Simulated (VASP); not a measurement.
A run of VASP 6.6.1 is set up as follows.

The input INCAR:

```
ALGO     = Normal         # electronic algorithm
EDIFF    = 1E-6           # SCF threshold, eV
ENCUT    = 600            # plane-wave cutoff, eV
GGA      = PS             # functional
GGA_COMPAT= F            
ISIF     = 2              # what is computed and relaxed
ISMEAR   = 0              # smearing method
ISPIN    = 2              # spin polarisation
LASPH    = T              # aspherical terms in the spheres
LCHARG   = F              # write CHGCAR
LMAXMIX  = 4              # l up to which the mixer works
LORBIT   = 11             # projections on sites
LREAL    = F              # projectors in reciprocal space
LWAVE    = F              # write WAVECAR
MAGMOM   = 4 4 4 4 0 0 0 0 # initial moments
NBANDS   = 46             # bands
NELM     = 200            # most SCF steps
PREC     = Accurate       # precision mode
SIGMA    = 0.1            # smearing width, eV
```

Contents of KPOINTS:

```
k-points
0
Gamma
  4 4 4
```

The input POSCAR:

```
Mn3FeSi4
1.0
    4.4637363300      0.0000000000      0.0000000000
    0.0000000000      4.4637363300      0.0000000000
    0.0000000000      0.0000000000      4.4637363300
Fe Mn Si
1 3 4
Direct
    0.3635403900      0.1364596100      0.8635403900
    0.1364596100      0.8635403900      0.3635403900
    0.8635403900      0.3635403900      0.1364596100
    0.6364596100      0.6364596100      0.6364596100
    0.6542152300      0.8457847700      0.1542152300
    0.8457847700      0.1542152300      0.6542152300
    0.1542152300      0.6542152300      0.8457847700
    0.3457847700      0.3457847700      0.3457847700
```

Potentials or basis: VASP PAW PBE potentials, release 64 (Fe, Mn_pv, Si).

The run is started by

```bash
$ cat potpaw_PBE.64/Fe/POTCAR potpaw_PBE.64/Mn_pv/POTCAR potpaw_PBE.64/Si/POTCAR > POTCAR
$ mpirun -np 1 vasp_std > vasp.out
```

Q: What does it give for the largest force?

A: 0.261 eV/Å.

Q: What does it give for the net moment?

A: 2.55 μB per cell.

Q: What does it give for the site moments?

A: Fe +0.40; Mn +0.76; Si -0.03 μB.

Forces on the atoms (eV/Å):
```
Fe  -0.028  0.028 -0.028
Mn   0.015 -0.159 -0.047
Mn  -0.047 -0.015  0.159
Mn   0.159  0.047  0.015
Si   0.001 -0.001  0.001
Si  -0.200  0.057  0.157
Si   0.157  0.200 -0.057
Si  -0.057 -0.157 -0.200
```

Caveat: the PAW data sets were made with another functional, which shifts forces and pressure a little; the moment fell far below its start of 4 μB, so a state of higher moment may lie lower in energy.
